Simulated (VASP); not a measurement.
# GaP (gw) (F-43m) in VASP: single point with PBEsol

Aim: the single point of GaP (gw) with PBEsol.

Program: VASP 6.6.1. These are calculated values, not measurements. Logs are shortened: lines on timing, memory, paths and dates and some standing lists are left out, and cuts for length are marked.

### Step 1. The cell of the first run

It takes space group F-43m (No. 216, cubic). The conventional cell has a = 5.384 Å, b = 5.384 Å, c = 5.384 Å, α = 90.00°, β = 90.00°, γ = 90.00°. Within 3.1 Å of Ga (site symmetry -43m) lie 4 P at 2.33 Å. Within 3.1 Å of P (site symmetry -43m) lie 4 Ga at 2.33 Å.

### Step 2. Single point, PBEsol

The input, INCAR:

```
PREC = Accurate ; ENCUT = 500
EDIFF = 1E-6 ; ISMEAR = 0
SIGMA = 0.01 ; LREAL = False
LASPH = True ; NELM = 120
ALGO = Normal ; ISIF = 2
LWAVE = False ; LCHARG = True
GGA = PS ; LELF = True
LVHAR = True ; NBANDS = 16
GGA_COMPAT = False
```

The input, KPOINTS:

```
regular mesh
0
Gamma
  4 4 4
```

The input, POSCAR:

```
GaP
1.0
    0.0000000000      2.6920326074      2.6920326074
    2.6920326074      0.0000000000      2.6920326074
    2.6920326074      2.6920326074      0.0000000000
Ga P
1 1
Direct
    0.0000000000      0.0000000000      0.0000000000
    0.2500000000      0.2500000000      0.2500000000
```

Potentials or basis: VASP PAW PBE potentials, release 64 (Ga_d, P).

Started as:

```console
$ cat potpaw_PBE.64/Ga_d/POTCAR potpaw_PBE.64/P/POTCAR > POTCAR
$ mpirun -np 1 vasp_std > vasp.out
```

OUTCAR:

```text
PREC = Accurate
   ENCUT = 500
   EDIFF = 1E-6
   ISMEAR = 0
   LREAL = False
   LASPH = True
   NELM = 120
   ISIF = 2
   GGA = PS

 ion  position               nearest neighbor table
   1  0.000  0.000  0.000-   2 2.33   2 2.33   2 2.33   2 2.33
   2  0.250  0.250  0.250-   1 2.33   1 2.33   1 2.33   1 2.33

  LATTYP: Found a face centered cubic cell.
 ALAT       =     5.3840652148

  Lattice vectors:

 A1 = (   0.0000000000,   2.6920326074,   2.6920326074)
 A2 = (   2.6920326074,   0.0000000000,   2.6920326074)
 A3 = (   2.6920326074,   2.6920326074,   0.0000000000)

Analysis of symmetry for initial positions (statically):
=====================================================================
 Subroutine PRICEL returns:
 Original cell was already a primitive cell.

 Routine SETGRP: Setting up the symmetry group for a
 face centered cubic supercell.

 Subroutine GETGRP returns: Found 24 space group operations
 (whereof 24 operations were pure point group operations)
 out of a pool of 48 trial point group operations.

The static configuration has the point symmetry T_d .

Analysis of symmetry for dynamics (positions and initial velocities):
=====================================================================
 Subroutine PRICEL returns:
 Original cell was already a primitive cell.

 Routine SETGRP: Setting up the symmetry group for a
 face centered cubic supercell.

 Subroutine GETGRP returns: Found 24 space group operations
 (whereof 24 operations were pure point group operations)
 out of a pool of 48 trial point group operations.

The dynamic configuration has the point symmetry T_d .

 Subroutine INISYM returns: Found 24 space group operations
 (whereof 24 operations are pure point group operations),
 and found     1 'primitive' translations

----------------------------------------------------------------------------------------

                                     Primitive cell

  volume of cell :      39.0185

  direct lattice vectors                    reciprocal lattice vectors
     0.000000000  2.692032607  2.692032607    -0.185733263  0.185733263  0.185733263
     2.692032607  0.000000000  2.692032607     0.185733263 -0.185733263  0.185733263
     2.692032607  2.692032607  0.000000000     0.185733263  0.185733263 -0.185733263

  length of vectors
     3.807109024  3.807109024  3.807109024     0.321699448  0.321699448  0.321699448

  position of ions in fractional coordinates (direct lattice)
     0.000000000  0.000000000  0.000000000
     0.250000000  0.250000000  0.250000000

  ion indices of the primitive-cell ions
   primitive index   ion index
                 1           1
                 2           2

----------------------------------------------------------------------------------------

 KPOINTS: regular mesh

Automatic generation of k-mesh.
 Grid dimensions read from file:
 generate k-points for:    4    4    4

 Generating k-lattice:

  Cartesian coordinates                     Fractional coordinates (reciprocal lattice)
    -0.046433316  0.046433316  0.046433316     0.250000000  0.000000000  0.000000000
     0.046433316 -0.046433316  0.046433316     0.000000000  0.250000000  0.000000000
     0.046433316  0.046433316 -0.046433316     0.000000000  0.000000000  0.250000000

  Length of vectors
     0.080424862  0.080424862  0.080424862

  Shift w.r.t. Gamma in fractional coordinates (k-lattice)
     0.000000000  0.000000000  0.000000000

 Subroutine IBZKPT returns following result:
 ===========================================

 Found      8 irreducible k-points:

 Following reciprocal coordinates:
            Coordinates               Weight
  0.000000  0.000000  0.000000      1.000000
  0.250000  0.000000  0.000000      8.000000
  0.500000  0.000000  0.000000      4.000000
  0.250000  0.250000  0.000000      6.000000
  0.500000  0.250000  0.000000     24.000000
 -0.250000  0.250000  0.000000     12.000000
  0.500000  0.500000  0.000000      3.000000
 -0.250000  0.500000  0.250000      6.000000
   k-points           NKPTS =      8   k-points in BZ     NKDIM =      8   number of bands    NBANDS=     16
   number of dos      NEDOS =    301   number of ions     NIONS =      2
   total plane-waves  NPLWV =  21952
   dimension x,y,z NGX =    28 NGY =   28 NGZ =   28
   dimension x,y,z NGXF=    56 NGYF=   56 NGZF=   56
   ions per type =               1   1
   NGX,Y,Z   is equivalent  to a cutoff of  12.23, 12.23, 12.23 a.u.
   NGXF,Y,Z  is equivalent  to a cutoff of  24.45, 24.45, 24.45 a.u.
 SYSTEM =  unknown system
   PREC   = accura    normal or accurate (medium, high low for compatibility)
   ISTART =      0    job   : 0-new  1-cont  2-samecut
   ICHARG =      2    charge: 1-file 2-atom 10-const
   ISPIN  =      1    spin polarized calculation?
   LNONCOLLINEAR =      F non collinear calculations
   LSORBIT =      F    spin-orbit coupling
   LASPH  =      T    aspherical Exc in radial PAW
   ENCUT  =  500.0 eV  36.75 Ry    6.06 a.u.   6.94  6.94  6.94*2*pi/ulx,y,z
   NELM   =    120;   NELMIN=  2; NELMDL= -5     # of ELM steps
   EDIFF  = 0.1E-05   stopping-criterion for ELM
   LREAL  =      F    real-space projection
   EDIFFG = 0.1E-04   stopping-criterion for IOM
   NSW    =      0    number of steps for IOM
   IBRION =     -1    ionic relax: 0-MD 1-quasi-New 2-CG
   NFREE  =      0    steps in history (QN), initial steepest desc. (CG)
   ISIF   =      2    stress and relaxation
   ISYM   =      2    0-nonsym 1-usesym 2-fastsym
   POTIM  = 0.5000    time-step for ionic-motion
   TEBEG  =    0.0;   TEEND  =   0.0 temperature during run
   PSTRESS=    0.0 pullay stress
   NELECT =      18.0000    total number of electrons
   NUPDOWN=      -1.0000    fix difference up-down
   EMIN   =  10.00;   EMAX   =-10.00  energy-range for DOS
   EFERMI =   0.00;   METHOD = LEGACY
   ISMEAR =     0;   SIGMA  =   0.01  broadening in eV -4-tet -1-fermi 0-gaus
   EFERMI_NEDOS =   21; number of points for ismear=-14 and -15
   IALGO  =     38    algorithm
   IMIX   =      4    mixing-type and parameters
     AMIX     =   0.40;   BMIX     =  1.00
     AMIX_MAG =   1.60;   BMIX_MAG =  1.00
  volume/ion in A,a.u.               =      19.51       131.66
  Fermi-wavevector in a.u.,A,eV,Ry     =   1.264956  2.390420 21.770862  1.600113
  Thomas-Fermi vector in A             =   2.398234
   LORBIT       =      0    0 simple, 1 ext, 2 COOP (PROOUT), +10 PAW based schemes
   GGA     = PS    functional components
   LHFCALC =     F    Hartree Fock is set to
   AEXX    =    0.0000 exact exchange contribution
   IVDW    =     0    specifies the selected vdW correction
   LEPSILON=     F    determine dielectric tensor
   LRPA    =     F    only Hartree local field effects (RPA)
 non-spin polarized calculation
 Gauss-broadening in eV      SIGMA  =   0.01
  energy-cutoff  :      500.00
  volume of cell :       39.02
 maximum number of plane-waves:       998
   NGX = 13   NGY = 13   NGZ = 13

 number of electron      17.9999995 magnetization

 Free energy of the ion-electron system (eV)
  ---------------------------------------------------
  ext. energy  EPLUGINS =         0.00000000
  ---------------------------------------------------
  free energy    TOTEN  =        -9.75912286 eV

  energy without entropy =       -9.75912286  energy(sigma->0) =       -9.75912286

 E-fermi :   5.1304     XC(G=0): -10.1699

 val. band max:        5.0011827999   @ k =   0.0000   0.0000   0.0000
 cond. band min:       6.4065717460   @ k =   0.5000   0.5000   0.0000
 fundamental gap:      1.4053889461
 Fermi energy:         5.1303918423

 k-point     1 :       0.0000    0.0000    0.0000
  band No.  band energies     occupation
      1      -9.6567      2.00000
      2      -9.6567      2.00000
      3      -9.6567      2.00000
      4      -9.5458      2.00000
      5      -9.5458      2.00000
      6      -7.8183      2.00000
[... 8 lines left out ...]
     15      14.7991      0.00000
     16      14.7991      0.00000

 k-point     2 :       0.2500    0.0000    0.0000
  band No.  band energies     occupation
      1      -9.7078      2.00000
      2      -9.6400      2.00000
      3      -9.6400      2.00000
      4      -9.5444      2.00000
      5      -9.5444      2.00000
      6      -6.9966      2.00000
[... 8 lines left out ...]
     15      13.9253      0.00000
     16      14.7852      0.00000

 k-point     3 :       0.5000    0.0000    0.0000
  band No.  band energies     occupation
      1      -9.7502      2.00000
      2      -9.6289      2.00000
      3      -9.6289      2.00000
      4      -9.5372      2.00000
      5      -9.5372      2.00000
      6      -5.5974      2.00000
[... 8 lines left out ...]
     15      16.7696      0.00000
     16      16.7696      0.00000

 k-point     4 :       0.2500    0.2500    0.0000
  band No.  band energies     occupation
      1      -9.7331      2.00000
      2      -9.6206      2.00000
      3      -9.6206      2.00000
      4      -9.5650      2.00000
      5      -9.5333      2.00000
      6      -6.7228      2.00000
[... 8 lines left out ...]
     15      15.7726      0.00000
     16      17.7644      0.00000

 k-point     5 :       0.5000    0.2500    0.0000
  band No.  band energies     occupation
      1      -9.7612      2.00000
      2      -9.6132      2.00000
      3      -9.6038      2.00000
      4      -9.5633      2.00000
      5      -9.5313      2.00000
      6      -5.2648      2.00000
[... 8 lines left out ...]
     15      16.8679      0.00000
     16      18.4356      0.00000

 k-point     6 :      -0.2500    0.2500    0.0000
  band No.  band energies     occupation
      1      -9.7429      2.00000
      2      -9.6244      2.00000
      3      -9.6184      2.00000
      4      -9.5476      2.00000
      5      -9.5441      2.00000
      6      -5.8180      2.00000
[... 8 lines left out ...]
     15      16.1701      0.00000
     16      18.5231      0.00000

 k-point     7 :       0.5000    0.5000    0.0000
  band No.  band energies     occupation
      1      -9.7879      2.00000
      2      -9.5884      2.00000
      3      -9.5825      2.00000
      4      -9.5825      2.00000
      5      -9.5209      2.00000
      6      -4.6290      2.00000
[... 8 lines left out ...]
     15      17.4819      0.00000
     16      18.1007      0.00000

 k-point     8 :      -0.2500    0.5000    0.2500
  band No.  band energies     occupation
      1      -9.7663      2.00000
      2      -9.6134      2.00000
      3      -9.5897      2.00000
      4      -9.5635      2.00000
      5      -9.5360      2.00000
      6      -4.5172      2.00000
[... 8 lines left out ...]
     15      17.0435      0.00000
     16      18.9680      0.00000

------------------------ aborting loop because EDIFF is reached ----------------------------------------

  FORCE on cell =-STRESS in cart. coord.  units (eV):
  Direction    XX          YY          ZZ          XY          YZ          ZX
  --------------------------------------------------------------------------------------
  -------------------------------------------------------------------------------------
  Total        0.7670776      0.7670776      0.7670776     -0.0000000      0.0000000     -0.0000000
  in kB       31.4977064     31.4977064     31.4977064     -0.0000000      0.0000000     -0.0000000
  external PRESSURE =      31.4977064 kB  Pullay stress =       0.0000000 kB

 VOLUME and BASIS-vectors are now :
 -----------------------------------------------------------------------------
  energy-cutoff  :      500.00
  volume of cell :       39.02
      direct lattice vectors                 reciprocal lattice vectors
     0.000000000  2.692032607  2.692032607    -0.185733263  0.185733263  0.185733263
     2.692032607  0.000000000  2.692032607     0.185733263 -0.185733263  0.185733263
     2.692032607  2.692032607  0.000000000     0.185733263  0.185733263 -0.185733263

 POSITION                                       TOTAL-FORCE (eV/Angst)
 -----------------------------------------------------------------------------------
      0.00000      0.00000      0.00000         0.000000      0.000000      0.000000
      1.34602      1.34602      1.34602        -0.000000     -0.000000     -0.000000
 -----------------------------------------------------------------------------------
    total drift:                                0.000000      0.000000      0.000000

  FREE ENERGIE OF THE ION-ELECTRON SYSTEM (eV)
  ---------------------------------------------------
  free  energy   TOTEN  =        -9.7591228639 eV

  energy  without entropy=       -9.7591228639  energy(sigma->0) =       -9.75912286
```

Wall time 4.2 s (1 thread of Intel Xeon 6975P-C (Granite Rapids), shared host); peak memory 0.15 GiB.

Results:

```
Free energy            : -9.7591 eV
Pressure               : 3.1 GPa
Band gap on the k mesh : 1.41 eV, indirect (least direct gap 2.04 eV)
```

Levels at points of the mesh, in eV from the valence-band top:
```
           k point  band 6  band 7  band 8  band 9  band 10  band 11  band 12  band 13
(0.00, 0.00, 0.00)  -12.82    0.00    0.00    0.00     2.04     3.78     3.78     3.78
(0.50, 0.00, 0.00)  -10.60   -6.94   -1.19   -1.19     1.68     4.61     4.61     8.12
(0.50, 0.50, 0.00)   -9.63   -7.01   -2.86   -2.86     1.41     1.65    10.81    10.81
```

Caveat: the k points lie up to 0.51 Å⁻¹ apart; the PAW data sets were made with another functional, which shifts forces and pressure a little. A k mesh can miss the band edges.
